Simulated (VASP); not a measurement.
# PIr2 (Fm-3m) in VASP: further runs

PIr2 is run at these levels: LDA; tasks: single point.

All numbers are computed with VASP 6.6.1; they aren't measurements. Logs are shortened: lines on timing, memory, paths and dates and some standing lists are left out, and cuts for length are marked.

## (1) The cell of the first run

Symmetry: Fm-3m, No. 225, cubic system. The conventional cell has a = 5.470 Å, b = 5.470 Å, c = 5.470 Å, α = 90.00°, β = 90.00°, γ = 90.00°. Within 3.1 Å of P (site symmetry m-3m) lie 8 Ir at 2.37 Å. Within 3.1 Å of Ir (site symmetry -43m) lie 4 P at 2.37 Å and 6 Ir at 2.73 Å.

## (2) Single point, LDA (13.64 Å³/atom)

File INCAR:

```
ALGO = Normal ; EDIFF = 1E-6
ENCUT = 520 ; ISIF = 2
ISMEAR = -1 ; LASPH = True
LCHARG = True ; LELF = True
LREAL = False ; LVHAR = True
LWAVE = False ; NBANDS = 18
NELM = 80 ; PREC = Accurate
SIGMA = 0.15
```

File KPOINTS:

```
k-points
0
Gamma
  14 14 14
```

File POSCAR:

```
PIr2
1.0
    0.0000000000      2.7347501286      2.7347501286
    2.7347501286      0.0000000000      2.7347501286
    2.7347501286      2.7347501286      0.0000000000
P Ir
1 2
Direct
    0.0000000000      0.0000000000      0.0000000000
    0.2500000000      0.2500000000      0.2500000000
    0.7500000000      0.7500000000      0.7500000000
```

Potentials or basis: VASP PAW LDA potentials, release 64 (P, Ir).

Run with:

```console
> cat potpaw_LDA.64/P/POTCAR potpaw_LDA.64/Ir/POTCAR > POTCAR
> mpirun -np 1 vasp_std > vasp.out
```

OUTCAR:

```text
EDIFF = 1E-6
   ENCUT = 520
   ISIF = 2
   ISMEAR = -1
   LASPH = True
   LREAL = False
   NELM = 80
   PREC = Accurate

 ion  position               nearest neighbor table
   1  0.000  0.000  0.000-   3 2.37   3 2.37   3 2.37   2 2.37   3 2.37   2 2.37   2 2.37   2 2.37

   2  0.250  0.250  0.250-   1 2.37   1 2.37   1 2.37   1 2.37   3 2.73   3 2.73   3 2.73   3 2.73
                             3 2.73   3 2.73
   3  0.750  0.750  0.750-   1 2.37   1 2.37   1 2.37   1 2.37   2 2.73   2 2.73   2 2.73   2 2.73
                             2 2.73   2 2.73

  LATTYP: Found a face centered cubic cell.
 ALAT       =     5.4695002572

  Lattice vectors:

 A1 = (   0.0000000000,   2.7347501286,   2.7347501286)
 A2 = (   2.7347501286,   0.0000000000,   2.7347501286)
 A3 = (   2.7347501286,   2.7347501286,   0.0000000000)

Analysis of symmetry for initial positions (statically):
=====================================================================
 Subroutine PRICEL returns:
 Original cell was already a primitive cell.

 Routine SETGRP: Setting up the symmetry group for a
 face centered cubic supercell.

 Subroutine GETGRP returns: Found 48 space group operations
 (whereof 48 operations were pure point group operations)
 out of a pool of 48 trial point group operations.

The static configuration has the point symmetry O_h .

Analysis of symmetry for dynamics (positions and initial velocities):
=====================================================================
 Subroutine PRICEL returns:
 Original cell was already a primitive cell.

 Routine SETGRP: Setting up the symmetry group for a
 face centered cubic supercell.

 Subroutine GETGRP returns: Found 48 space group operations
 (whereof 48 operations were pure point group operations)
 out of a pool of 48 trial point group operations.

The dynamic configuration has the point symmetry O_h .

 Subroutine INISYM returns: Found 48 space group operations
 (whereof 48 operations are pure point group operations),
 and found     1 'primitive' translations

----------------------------------------------------------------------------------------

                                     Primitive cell

  volume of cell :      40.9056

  direct lattice vectors                    reciprocal lattice vectors
     0.000000000  2.734750129  2.734750129    -0.182832060  0.182832060  0.182832060
     2.734750129  0.000000000  2.734750129     0.182832060 -0.182832060  0.182832060
     2.734750129  2.734750129  0.000000000     0.182832060  0.182832060 -0.182832060

  length of vectors
     3.867520722  3.867520722  3.867520722     0.316674417  0.316674417  0.316674417

  position of ions in fractional coordinates (direct lattice)
     0.000000000  0.000000000  0.000000000
     0.250000000  0.250000000  0.250000000
     0.750000000  0.750000000  0.750000000

  ion indices of the primitive-cell ions
   primitive index   ion index
                 1           1
                 2           2
                 3           3

----------------------------------------------------------------------------------------

 KPOINTS: k-points

Automatic generation of k-mesh.
 Grid dimensions read from file:
 generate k-points for:   14   14   14

 Generating k-lattice:

  Cartesian coordinates                     Fractional coordinates (reciprocal lattice)
    -0.013059433  0.013059433  0.013059433     0.071428571  0.000000000  0.000000000
     0.013059433 -0.013059433  0.013059433     0.000000000  0.071428571  0.000000000
     0.013059433  0.013059433 -0.013059433     0.000000000  0.000000000  0.071428571

  Length of vectors
     0.022619601  0.022619601  0.022619601

  Shift w.r.t. Gamma in fractional coordinates (k-lattice)
     0.000000000  0.000000000  0.000000000

 Subroutine IBZKPT returns following result:
 ===========================================

 Found    104 irreducible k-points:

 Following reciprocal coordinates:
            Coordinates               Weight
  0.000000  0.000000  0.000000      1.000000
  0.071429  0.000000  0.000000      8.000000
  0.142857  0.000000  0.000000      8.000000
  0.214286  0.000000  0.000000      8.000000
  0.285714  0.000000  0.000000      8.000000
  0.357143  0.000000  0.000000      8.000000
[... 16 lines left out ...]
  0.214286  0.142857  0.000000     24.000000
  0.285714  0.142857  0.000000     24.000000
 [... further k-points ...]
   k-points           NKPTS =    104   k-points in BZ     NKDIM =    104   number of bands    NBANDS=     18
   number of dos      NEDOS =    301   number of ions     NIONS =      3
   total plane-waves  NPLWV =  27000
   dimension x,y,z NGX =    30 NGY =   30 NGZ =   30
   dimension x,y,z NGXF=    60 NGYF=   60 NGZF=   60
   ions per type =               1   2
   NGX,Y,Z   is equivalent  to a cutoff of  12.90, 12.90, 12.90 a.u.
   NGXF,Y,Z  is equivalent  to a cutoff of  25.79, 25.79, 25.79 a.u.
 SYSTEM =  unknown system
   PREC   = accura    normal or accurate (medium, high low for compatibility)
   ISTART =      0    job   : 0-new  1-cont  2-samecut
   ICHARG =      2    charge: 1-file 2-atom 10-const
   ISPIN  =      1    spin polarized calculation?
   LNONCOLLINEAR =      F non collinear calculations
   LSORBIT =      F    spin-orbit coupling
   LASPH  =      T    aspherical Exc in radial PAW
   ENCUT  =  520.0 eV  38.22 Ry    6.18 a.u.   7.19  7.19  7.19*2*pi/ulx,y,z
   NELM   =     80;   NELMIN=  2; NELMDL= -5     # of ELM steps
   EDIFF  = 0.1E-05   stopping-criterion for ELM
   LREAL  =      F    real-space projection
   EDIFFG = 0.1E-04   stopping-criterion for IOM
   NSW    =      0    number of steps for IOM
   IBRION =     -1    ionic relax: 0-MD 1-quasi-New 2-CG
   NFREE  =      0    steps in history (QN), initial steepest desc. (CG)
   ISIF   =      2    stress and relaxation
   ISYM   =      2    0-nonsym 1-usesym 2-fastsym
   POTIM  = 0.5000    time-step for ionic-motion
   TEBEG  =    0.0;   TEEND  =   0.0 temperature during run
   PSTRESS=    0.0 pullay stress
   NELECT =      23.0000    total number of electrons
   NUPDOWN=      -1.0000    fix difference up-down
   EMIN   =  10.00;   EMAX   =-10.00  energy-range for DOS
   EFERMI =   0.00;   METHOD = LEGACY
   ISMEAR =    -1;   SIGMA  =   0.15  broadening in eV -4-tet -1-fermi 0-gaus
   EFERMI_NEDOS =   21; number of points for ismear=-14 and -15
   IALGO  =     38    algorithm
   IMIX   =      4    mixing-type and parameters
     AMIX     =   0.40;   BMIX     =  1.00
     AMIX_MAG =   1.60;   BMIX_MAG =  1.00
  volume/ion in A,a.u.               =      13.64        92.01
  Fermi-wavevector in a.u.,A,eV,Ry     =   1.351211  2.553418 24.841120  1.825771
  Thomas-Fermi vector in A             =   2.478651
   LORBIT       =      0    0 simple, 1 ext, 2 COOP (PROOUT), +10 PAW based schemes
   GGA     = CA    functional components
   LHFCALC =     F    Hartree Fock is set to
   AEXX    =    0.0000 exact exchange contribution
   IVDW    =     0    specifies the selected vdW correction
   LEPSILON=     F    determine dielectric tensor
   LRPA    =     F    only Hartree local field effects (RPA)
 non-spin polarized calculation
  energy-cutoff  :      520.00
  volume of cell :       40.91
 maximum number of plane-waves:      1119
 NGX is ok and might be reduce to    30
   NGX = 15   NGY = 15   NGZ = 15

 number of electron      23.0000002 magnetization

 Free energy of the ion-electron system (eV)
  ---------------------------------------------------
  ext. energy  EPLUGINS =         0.00000000
  ---------------------------------------------------
  free energy    TOTEN  =       -28.03950119 eV

  energy without entropy =      -27.97064738  energy(sigma->0) =      -28.00507429

 E-fermi :  10.5002     XC(G=0): -13.3207

 val. band max:       10.4592007364   @ k =   0.5000   0.3571   0.1429
 cond. band min:      10.5294558494   @ k =   0.5000   0.2857   0.1429
 fundamental gap:      0.0702551130
 Fermi energy:        10.5002172490

 k-point     1 :       0.0000    0.0000    0.0000
  band No.  band energies     occupation
      1      -4.3470      2.00000
      2       2.5044      2.00000
      3       2.5044      2.00000
      4       2.5044      2.00000
      5       4.1417      2.00000
      6       4.1417      2.00000
[... 10 lines left out ...]
     17      15.5633      0.00000
     18      15.5633      0.00000

 k-point     2 :       0.0714    0.0000    0.0000
  band No.  band energies     occupation
      1      -4.2784      2.00000
      2       2.4783      2.00000
      3       2.5508      2.00000
      4       2.5508      2.00000
      5       4.2023      2.00000
      6       4.2023      2.00000
[... 10 lines left out ...]
     17      15.9748      0.00000
     18      15.9748      0.00000

 k-point     3 :       0.1429    0.0000    0.0000
  band No.  band energies     occupation
      1      -4.0800      2.00000
      2       2.4161      2.00000
      3       2.6864      2.00000
      4       2.6864      2.00000
      5       4.3835      2.00000
      6       4.3835      2.00000
[... 10 lines left out ...]
     17      16.7593      0.00000
     18      16.7593      0.00000

 k-point     4 :       0.2143    0.0000    0.0000
  band No.  band energies     occupation
      1      -3.7757      2.00000
      2       2.3546      2.00000
      3       2.8998      2.00000
      4       2.8998      2.00000
      5       4.6823      2.00000
      6       4.6823      2.00000
[... 10 lines left out ...]
     17      17.5659      0.00000
     18      17.5659      0.00000

 k-point     5 :       0.2857    0.0000    0.0000
  band No.  band energies     occupation
      1      -3.4092      2.00000
      2       2.3281      2.00000
      3       3.1685      2.00000
      4       3.1685      2.00000
      5       5.0912      2.00000
      6       5.0912      2.00000
[... 10 lines left out ...]
     17      18.2041      0.00000
     18      18.2041      0.00000

 k-point     6 :       0.3571    0.0000    0.0000
  band No.  band energies     occupation
      1      -3.0472      2.00000
      2       2.3506      2.00000
      3       3.4529      2.00000
      4       3.4529      2.00000
      5       5.5926      2.00000
      6       5.5927      2.00000
[... 10 lines left out ...]
     17      18.5846      0.00000
     18      18.5846      0.00000

 k-point     7 :       0.4286    0.0000    0.0000
  band No.  band energies     occupation
      1      -2.7751      2.00000
      2       2.4017      2.00000
      3       3.6861      2.00000
      4       3.6861      2.00000
      5       6.1338      2.00000
      6       6.1338      2.00000
[... 10 lines left out ...]
     17      18.7501      0.00000
     18      18.7501      0.00000

 k-point     8 :       0.5000    0.0000    0.0000
  band No.  band energies     occupation
      1      -2.6731      2.00000
      2       2.4295      2.00000
      3       3.7798      2.00000
      4       3.7798      2.00000
      5       6.4604      2.00000
      6       6.4604      2.00000
[... 10 lines left out ...]
     17      18.7921      0.00000
     18      18.8439      0.00000
[... 229 lines left out ...]
     17      17.3299      0.00000
     18      18.5331      0.00000

 k-point    20 :      -0.1429    0.0714    0.0000
  band No.  band energies     occupation
      1      -3.9337      2.00000
      2       2.3287      2.00000
      3       2.7250      2.00000
      4       2.9122      2.00000
      5       4.4382      2.00000
      6       4.5950      2.00000
[... 10 lines left out ...]
     17      16.6540      0.00000
     18      17.6819      0.00000

 k-point    21 :      -0.0714    0.0714    0.0000
  band No.  band energies     occupation
      1      -4.1668      2.00000
      2       2.4065      2.00000
      3       2.5916      2.00000
      4       2.6991      2.00000
      5       4.2613      2.00000
      6       4.3413      2.00000
[... 10 lines left out ...]
     17      16.0371      0.00000
     18      16.7195      0.00000

 k-point    22 :       0.1429    0.1429    0.0000
  band No.  band energies     occupation
      1      -3.9955      2.00000
      2       2.1259      2.00000
      3       2.8975      2.00000
      4       2.8975      2.00000
      5       4.2965      2.00000
      6       4.5774      2.00000
[... 10 lines left out ...]
     17      16.8769      0.00000
     18      16.8769      0.00000

 k-point    23 :       0.2143    0.1429    0.0000
  band No.  band energies     occupation
      1      -3.7744      2.00000
      2       2.0002      2.00000
      3       3.0992      2.00000
      4       3.1221      2.00000
      5       4.4323      2.00000
      6       4.8184      2.00000
[... 10 lines left out ...]
     17      17.4540      0.00000
     18      17.4849      0.00000

 k-point    24 :       0.2857    0.1429    0.0000
  band No.  band energies     occupation
      1      -3.4674      2.00000
      2       1.9567      2.00000
      3       3.3085      2.00000
      4       3.3906      2.00000
      5       4.6948      2.00000
      6       5.1379      2.00000
[... 10 lines left out ...]
     17      18.0627      0.00000
     18      18.0933      0.00000

 [... further k-points ...]
[... 5 lines left out ...]
  --------------------------------------------------------------------------------------
  -------------------------------------------------------------------------------------
  Total        2.2876538      2.2876538      2.2876538      0.0000000     -0.0000000     -0.0000000
  in kB       89.6020467     89.6020467     89.6020467      0.0000000     -0.0000000     -0.0000000
  external PRESSURE =      89.6020467 kB  Pullay stress =       0.0000000 kB

 VOLUME and BASIS-vectors are now :
 -----------------------------------------------------------------------------
  energy-cutoff  :      520.00
  volume of cell :       40.91
      direct lattice vectors                 reciprocal lattice vectors
     0.000000000  2.734750129  2.734750129    -0.182832060  0.182832060  0.182832060
     2.734750129  0.000000000  2.734750129     0.182832060 -0.182832060  0.182832060
     2.734750129  2.734750129  0.000000000     0.182832060  0.182832060 -0.182832060

 POSITION                                       TOTAL-FORCE (eV/Angst)
 -----------------------------------------------------------------------------------
      0.00000      0.00000      0.00000         0.000000      0.000000     -0.000000
      1.36738      1.36738      1.36738         0.000000      0.000000      0.000000
      4.10213      4.10213      4.10213        -0.000000     -0.000000     -0.000000
 -----------------------------------------------------------------------------------
    total drift:                               -0.000000      0.000000      0.000000

  FREE ENERGIE OF THE ION-ELECTRON SYSTEM (eV)
  ---------------------------------------------------
  free  energy   TOTEN  =       -28.0395011927 eV

  energy  without entropy=      -27.9706473777  energy(sigma->0) =      -28.00507429
```

Wall time 34 s (1 thread of Intel Xeon 6975P-C (Granite Rapids), shared host); peak memory 0.2 GiB.

What came out:

```yaml
Free_energy: -28.0395 eV
Pressure: 9.0 GPa
Band_gap_on_the_k_mesh: zero (an odd number of electrons rules out a gap without spin polarisation)
```

Levels at points of the mesh, in eV from the Fermi level:
```tsv
k point	band 10	band 11	band 12	band 13	band 14	band 15
(0.00, 0.00, 0.00)	0.44	1.66	1.66	4.54	4.54	4.54
(0.50, 0.00, 0.00)	-2.84	-2.84	-2.68	4.01	4.57	4.57
(0.50, 0.50, 0.00)	-1.00	-1.00	-0.11	1.50	1.77	5.65
```

Caveat: the cell stands under pressure; spin-orbit coupling is left out, which moves the levels of the heavy elements.

## (3) Single point, LDA (14.19 Å³/atom)

This run uses another cell than the first one, of 14.19 Å³/atom.

File INCAR:

```
SYSTEM = PIr2
ALGO     = Normal         ! electronic algorithm
EDIFF    = 1E-6           ! SCF threshold, eV
ENCUT    = 520            ! plane-wave cutoff, eV
ISIF     = 2              ! what is computed and relaxed
ISMEAR   = -1             ! smearing method
LASPH    = .TRUE.         ! aspherical terms in the spheres
LCHARG   = .FALSE.        ! write CHGCAR
LREAL    = .FALSE.        ! projectors in reciprocal space
LWAVE    = .FALSE.        ! write WAVECAR
NBANDS   = 18             ! bands
NELM     = 60             ! most SCF steps
PREC     = Accurate       ! precision mode
SIGMA    = 0.15           ! smearing width, eV
```

File KPOINTS:

```
k-points
0
G
  14 14 14
  0 0 0
```

File POSCAR:

```
PIr2
1.0
    0.0000000000      2.7714625648      2.7714625648
    2.7714625648      0.0000000000      2.7714625648
    2.7714625648      2.7714625648      0.0000000000
P Ir
1 2
Direct
    0.0000000000      0.0000000000      0.0000000000
    0.2500000000      0.2500000000      0.2500000000
    0.7500000000      0.7500000000      0.7500000000
```

Potentials or basis: VASP PAW LDA potentials, release 64 (P, Ir).

Run with:

```console
> cat potpaw_LDA.64/P/POTCAR potpaw_LDA.64/Ir/POTCAR > POTCAR
> mpirun -np 1 vasp_std > vasp.out
```

It took 33 s on 1 thread of Intel Xeon 6975P-C (Granite Rapids), shared host; peak memory 0.2 GiB.

The run converged. Its results:

```
Free energy            : -28.0630 eV
Pressure               : -4.1 GPa
Band gap on the k mesh : zero (an odd number of electrons rules out a gap without spin polarisation)
```

Levels at points of the mesh, in eV from the Fermi level:
| k point | band 8 | band 9 | band 10 | band 11 | band 12 | band 13 | band 14 | band 15 | band 16 | band 17 |
| --- | --- | --- | --- | --- | --- | --- | --- | --- | --- | --- |
| (0.00, 0.00, 0.00) | -0.60 | -0.60 | 0.34 | 1.53 | 1.53 | 4.34 | 4.34 | 4.34 | 4.96 | 4.96 |
| (0.50, 0.00, 0.00) | -2.87 | -2.87 | -2.68 | -2.68 | -2.54 | 3.67 | 4.32 | 4.32 | 8.09 | 8.09 |
| (0.50, 0.50, 0.00) | -2.49 | -2.49 | -0.93 | -0.93 | -0.13 | 1.38 | 1.63 | 5.36 | 6.42 | 8.52 |

Caveat: the cell stands under tension; spin-orbit coupling is left out, which moves the levels of the heavy elements.
